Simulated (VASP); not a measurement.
# RuS (Pm-3m) in VASP: single point with PBE+U

Aim: the single point of RuS with PBE+U.

All numbers are computed with VASP 6.6.1; they aren't measurements. Logs are shortened: lines on timing, memory, paths and dates and some standing lists are left out, and cuts for length are marked.

### Step 1. The cell of the first run

The structure is cubic, space group Pm-3m (No. 221). The conventional cell has a = 3.032 Å, b = 3.032 Å, c = 3.032 Å, α = 90.00°, β = 90.00°, γ = 90.00°. Ru (site symmetry m-3m) has 8 S at 2.63 Å and 6 Ru at 3.03 Å within 3.5 Å. Within 3.5 Å of S (site symmetry m-3m) lie 8 Ru at 2.63 Å and 6 S at 3.03 Å.

### Step 2. Single point, PBE+U

Contents of INCAR:

```
SYSTEM = RuS
PREC = Accurate
ENCUT = 520
EDIFF = 1E-7
ISMEAR = 0
SIGMA = 0.05
LREAL = .False.
LASPH = .True.
NELM = 150
ALGO = Normal
ISIF = 2
LWAVE = .False.
LCHARG = .False.
LMAXMIX = 4
LDAU = .True.
LDAUTYPE = 2
LDAUL = 2 -1
LDAUU = 5 0
LDAUJ = 0 0
LDAUPRINT = 1
GGA = PE
NBANDS = 17
```

Contents of KPOINTS:

```
regular mesh
0
Gamma
  6 6 6
  0 0 0
```

Contents of POSCAR:

```
RuS
1.0
    3.0319028300      0.0000000000      0.0000000000
    0.0000000000      3.0319028300      0.0000000000
    0.0000000000      0.0000000000      3.0319028300
Ru S
1 1
Direct
    0.0000000000      0.0000000000      0.0000000000
    0.5000000000      0.5000000000      0.5000000000
```

Potentials or basis: VASP PAW PBE potentials, release 64 (Ru_pv, S).

On the command line:

```sh
cat potpaw_PBE.64/Ru_pv/POTCAR potpaw_PBE.64/S/POTCAR > POTCAR
mpirun -np 1 vasp_std > vasp.out
```

OUTCAR:

```text
SYSTEM = RuS
   PREC = Accurate
   ENCUT = 520
   EDIFF = 1E-7
   ISMEAR = 0
   LREAL = .False.
   LASPH = .True.
   NELM = 150
   ISIF = 2
   GGA = PE

 ion  position               nearest neighbor table
   1  0.000  0.000  0.000-   2 2.63   2 2.63   2 2.63   2 2.63   2 2.63   2 2.63   2 2.63   2 2.63

   2  0.500  0.500  0.500-   1 2.63   1 2.63   1 2.63   1 2.63   1 2.63   1 2.63   1 2.63   1 2.63

  LATTYP: Found a simple cubic cell.
 ALAT       =     3.0319028300

  Lattice vectors:

 A1 = (   3.0319028300,   0.0000000000,   0.0000000000)
 A2 = (   0.0000000000,   3.0319028300,   0.0000000000)
 A3 = (   0.0000000000,   0.0000000000,   3.0319028300)

Analysis of symmetry for initial positions (statically):
=====================================================================
 Subroutine PRICEL returns:
 Original cell was already a primitive cell.

 Routine SETGRP: Setting up the symmetry group for a
 simple cubic supercell.

 Subroutine GETGRP returns: Found 48 space group operations
 (whereof 48 operations were pure point group operations)
 out of a pool of 48 trial point group operations.

The static configuration has the point symmetry O_h .

Analysis of symmetry for dynamics (positions and initial velocities):
=====================================================================
 Subroutine PRICEL returns:
 Original cell was already a primitive cell.

 Routine SETGRP: Setting up the symmetry group for a
 simple cubic supercell.

 Subroutine GETGRP returns: Found 48 space group operations
 (whereof 48 operations were pure point group operations)
 out of a pool of 48 trial point group operations.

The dynamic configuration has the point symmetry O_h .

 Subroutine INISYM returns: Found 48 space group operations
 (whereof 48 operations are pure point group operations),
 and found     1 'primitive' translations

----------------------------------------------------------------------------------------

                                     Primitive cell

  volume of cell :      27.8706

  direct lattice vectors                    reciprocal lattice vectors
     3.031902830  0.000000000  0.000000000     0.329825874  0.000000000  0.000000000
     0.000000000  3.031902830  0.000000000     0.000000000  0.329825874  0.000000000
     0.000000000  0.000000000  3.031902830     0.000000000  0.000000000  0.329825874

  length of vectors
     3.031902830  3.031902830  3.031902830     0.329825874  0.329825874  0.329825874

  position of ions in fractional coordinates (direct lattice)
     0.000000000  0.000000000  0.000000000
     0.500000000  0.500000000  0.500000000

  ion indices of the primitive-cell ions
   primitive index   ion index
                 1           1
                 2           2

----------------------------------------------------------------------------------------

 KPOINTS: regular mesh

Automatic generation of k-mesh.
 Grid dimensions read from file:
 generate k-points for:    6    6    6

 Generating k-lattice:

  Cartesian coordinates                     Fractional coordinates (reciprocal lattice)
     0.054970979  0.000000000  0.000000000     0.166666667  0.000000000  0.000000000
     0.000000000  0.054970979  0.000000000     0.000000000  0.166666667  0.000000000
     0.000000000  0.000000000  0.054970979     0.000000000  0.000000000  0.166666667

  Length of vectors
     0.054970979  0.054970979  0.054970979

  Shift w.r.t. Gamma in fractional coordinates (k-lattice)
     0.000000000  0.000000000  0.000000000

 Subroutine IBZKPT returns following result:
 ===========================================

 Found     20 irreducible k-points:

 Following reciprocal coordinates:
            Coordinates               Weight
  0.000000  0.000000  0.000000      1.000000
[... 29 lines left out ...]
   ISTART =      0    job   : 0-new  1-cont  2-samecut
   ICHARG =      2    charge: 1-file 2-atom 10-const
   ISPIN  =      1    spin polarized calculation?
   LNONCOLLINEAR =      F non collinear calculations
   LSORBIT =      F    spin-orbit coupling
   LASPH  =      T    aspherical Exc in radial PAW
   ENCUT  =  520.0 eV  38.22 Ry    6.18 a.u.   5.64  5.64  5.64*2*pi/ulx,y,z
   NELM   =    150;   NELMIN=  2; NELMDL= -5     # of ELM steps
   EDIFF  = 0.1E-06   stopping-criterion for ELM
   LREAL  =      F    real-space projection
   EDIFFG = 0.1E-05   stopping-criterion for IOM
   NSW    =      0    number of steps for IOM
   IBRION =     -1    ionic relax: 0-MD 1-quasi-New 2-CG
   NFREE  =      0    steps in history (QN), initial steepest desc. (CG)
   ISIF   =      2    stress and relaxation
   ISYM   =      2    0-nonsym 1-usesym 2-fastsym
   POTIM  = 0.5000    time-step for ionic-motion
   TEBEG  =    0.0;   TEEND  =   0.0 temperature during run
   PSTRESS=    0.0 pullay stress
   NELECT =      20.0000    total number of electrons
   NUPDOWN=      -1.0000    fix difference up-down
   EMIN   =  10.00;   EMAX   =-10.00  energy-range for DOS
   EFERMI =   0.00;   METHOD = LEGACY
   ISMEAR =     0;   SIGMA  =   0.05  broadening in eV -4-tet -1-fermi 0-gaus
   EFERMI_NEDOS =   21; number of points for ismear=-14 and -15
   IALGO  =     38    algorithm
   IMIX   =      4    mixing-type and parameters
     AMIX     =   0.40;   BMIX     =  1.00
     AMIX_MAG =   1.60;   BMIX_MAG =  1.00
  volume/ion in A,a.u.               =      13.94        94.04
  Fermi-wavevector in a.u.,A,eV,Ry     =   1.465670  2.769715 29.227882  2.148189
  Thomas-Fermi vector in A             =   2.581499
   LORBIT       =      0    0 simple, 1 ext, 2 COOP (PROOUT), +10 PAW based schemes
 LDA+U is selected, type is set to LDAUTYPE =  2
   angular momentum for each species LDAUL =     2   -1
   U (eV)           for each species LDAUU =   5.0  0.0
   J (eV)           for each species LDAUJ =   0.0  0.0
   GGA     = PE    functional components
   LHFCALC =     F    Hartree Fock is set to
   AEXX    =    0.0000 exact exchange contribution
   IVDW    =     0    specifies the selected vdW correction
   LEPSILON=     F    determine dielectric tensor
   LRPA    =     F    only Hartree local field effects (RPA)
 non-spin polarized calculation
 Gauss-broadening in eV      SIGMA  =   0.05
  energy-cutoff  :      520.00
  volume of cell :       27.87
 maximum number of plane-waves:       768
 NGX is ok and might be reduce to    24
   NGX = 11   NGY = 11   NGZ = 11

atom =   1  type =  1  l = 2

 onsite density matrix

spin component  1

  0.6435 -0.0000  0.0000  0.0000  0.0000
 -0.0000  0.6435 -0.0000  0.0000  0.0000
  0.0000 -0.0000  0.5800 -0.0000 -0.0000
  0.0000  0.0000 -0.0000  0.6435 -0.0000
  0.0000  0.0000 -0.0000 -0.0000  0.5800

spin component  2

  0.6435 -0.0000  0.0000  0.0000  0.0000
 -0.0000  0.6435 -0.0000  0.0000  0.0000
  0.0000 -0.0000  0.5800 -0.0000 -0.0000
  0.0000  0.0000 -0.0000  0.6435 -0.0000
  0.0000  0.0000 -0.0000 -0.0000  0.5800

 occupancies and eigenvectors

  o =  0.5800  v =  0.0000 -0.0000 -0.9066 -0.0000  0.4221  0.0000  0.0000  0.0000  0.0000  0.0000      0.0000  0.0000  0.0000  0.0000  0.0000  0.0000  0.0000  0.0000  0.0000  0.0000
  o =  0.5800  v =  0.0000  0.0000  0.0000  0.0000  0.0000  0.0000 -0.0000 -0.9066 -0.0000  0.4221      0.0000  0.0000  0.0000  0.0000  0.0000  0.0000  0.0000  0.0000  0.0000  0.0000
  o =  0.5800  v =  0.0000 -0.0000  0.4221  0.0000  0.9066  0.0000  0.0000  0.0000  0.0000  0.0000      0.0000  0.0000  0.0000  0.0000  0.0000  0.0000  0.0000  0.0000  0.0000  0.0000
  o =  0.5800  v =  0.0000  0.0000  0.0000  0.0000  0.0000  0.0000 -0.0000  0.4221  0.0000  0.9066      0.0000  0.0000  0.0000  0.0000  0.0000  0.0000  0.0000  0.0000  0.0000  0.0000
  o =  0.6435  v =  1.0000  0.0000  0.0000  0.0000  0.0000  0.0000  0.0000  0.0000  0.0000  0.0000      0.0000  0.0000  0.0000  0.0000  0.0000  0.0000  0.0000  0.0000  0.0000  0.0000
  o =  0.6435  v =  0.0000  0.0000  0.0000  0.0000  0.0000  1.0000  0.0000  0.0000  0.0000  0.0000      0.0000  0.0000  0.0000  0.0000  0.0000  0.0000  0.0000  0.0000  0.0000  0.0000
  o =  0.6435  v =  0.0000  0.0000  0.0000  0.0000  0.0000  0.0000  0.0507  0.0000 -0.9987  0.0000      0.0000  0.0000  0.0000  0.0000  0.0000  0.0000  0.0000  0.0000  0.0000  0.0000
  o =  0.6435  v =  0.0000  0.0507  0.0000 -0.9987  0.0000  0.0000  0.0000  0.0000  0.0000  0.0000      0.0000  0.0000  0.0000  0.0000  0.0000  0.0000  0.0000  0.0000  0.0000  0.0000
  o =  0.6435  v =  0.0000  0.0000  0.0000  0.0000  0.0000  0.0000 -0.9987  0.0000 -0.0507 -0.0000      0.0000  0.0000  0.0000  0.0000  0.0000  0.0000  0.0000  0.0000  0.0000  0.0000
  o =  0.6435  v =  0.0000 -0.9987  0.0000 -0.0507 -0.0000  0.0000  0.0000  0.0000  0.0000  0.0000      0.0000  0.0000  0.0000  0.0000  0.0000  0.0000  0.0000  0.0000  0.0000  0.0000

 number of electron      20.0000000 magnetization

 Free energy of the ion-electron system (eV)
  ---------------------------------------------------
  ext. energy  EPLUGINS =         0.00000000
  ---------------------------------------------------
  free energy    TOTEN  =        -6.97858678 eV

  energy without entropy =       -6.97797636  energy(sigma->0) =       -6.97828157

 E-fermi :  11.3284     XC(G=0): -12.8367

 val. band max:       11.1696407513   @ k =   0.1667   0.1667   0.1667
 cond. band min:      11.3775381671   @ k =   0.1667   0.0000   0.0000
 fundamental gap:      0.2078974158
 Fermi energy:        11.3284397773

 k-point     1 :       0.0000    0.0000    0.0000
  band No.  band energies     occupation
      1     -31.0680      2.00000
      2     -31.0680      2.00000
      3     -31.0680      2.00000
      4      -5.0626      2.00000
      5       7.0266      2.00000
      6       7.0266      2.00000
[... 377 lines left out ...]
      4      -0.9755      2.00000
      5       3.4558      2.00000
      6       3.4558      2.00000
[... 9 lines left out ...]
     16      22.1642      0.00000
     17      23.0981      0.00000

------------------------ aborting loop because EDIFF is reached ----------------------------------------

  FORCE on cell =-STRESS in cart. coord.  units (eV):
  Direction    XX          YY          ZZ          XY          YZ          ZX
  --------------------------------------------------------------------------------------
  -------------------------------------------------------------------------------------
  Total       -1.7298373     -1.7298373     -1.7298373      0.0000000      0.0000000      0.0000000
  in kB      -99.4420347    -99.4420347    -99.4420347      0.0000000      0.0000000      0.0000000
  external PRESSURE =     -99.4420347 kB  Pullay stress =       0.0000000 kB

 VOLUME and BASIS-vectors are now :
 -----------------------------------------------------------------------------
  energy-cutoff  :      520.00
  volume of cell :       27.87
      direct lattice vectors                 reciprocal lattice vectors
     3.031902830  0.000000000  0.000000000     0.329825874  0.000000000  0.000000000
     0.000000000  3.031902830  0.000000000     0.000000000  0.329825874  0.000000000
     0.000000000  0.000000000  3.031902830     0.000000000  0.000000000  0.329825874

 POSITION                                       TOTAL-FORCE (eV/Angst)
 -----------------------------------------------------------------------------------
      0.00000      0.00000      0.00000         0.000000      0.000000      0.000000
      1.51595      1.51595      1.51595         0.000000      0.000000      0.000000
 -----------------------------------------------------------------------------------
    total drift:                               -0.000000      0.000000      0.000000

  FREE ENERGIE OF THE ION-ELECTRON SYSTEM (eV)
  ---------------------------------------------------
  free  energy   TOTEN  =        -6.9785867832 eV

  energy  without entropy=       -6.9779763593  energy(sigma->0) =       -6.97828157
```

Wall time 19 s (1 thread of AMD EPYC 7R13, shared host); peak memory 0.11 GiB.

What came out:

* Free energy: -6.9786 eV
* Pressure: -9.9 GPa
* Band gap on the k mesh: zero (bands 10 and 11 overlap by 3.77 eV)

Eigenvalues of the final occupation matrices:
```
    site  spin  trace               eigenvalues
site 1 d     1   3.09  0.58 0.58 0.64 0.64 0.64
site 1 d     2   3.09  0.58 0.58 0.64 0.64 0.64
```

Caveat: the cell stands under tension; U without spin polarisation on a metal has little footing.
